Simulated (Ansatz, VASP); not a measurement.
# One calculation of Au, two programs

```
Au
1.0
    -1.62134    1.62134    1.62134
     1.62134   -1.62134    1.62134
     1.62134    1.62134   -1.62134
Au
1
Cartesian
  0.0000 0.0000 0.0000
```

Change from the starting cell: volume scaled by 1, PAW files.

Alike in both runs: task single point; functional PBEsol; k mesh 18 × 18 × 18; occupations fermi-dirac, width 0.1 eV; no spin polarisation.

```csv
,VASP,Ansatz
version,VASP 6.6.1,Ansatz 0.2.0
potentials or method,"VASP PAW PBE potentials, release 64 (Au)","PAW with Ansatz's default frozen-core files, scalar-relativistic"
plane-wave cutoff (eV),520,420
valence electrons in the cell,11,19
```

```csv
,VASP,Ansatz,Ansatz less VASP
pressure (GPa),-0.3,0.0,+0.29
```

VASP's potentials were made for PBE, not for PBEsol. The functional is the same, so the differences come from potentials, cutoffs and numerics. VASP's potentials hold 11 valence electrons a cell and Ansatz's 19, so a difference there can come from the potentials and not from the codes.

Neither program's run includes spin-orbit coupling.
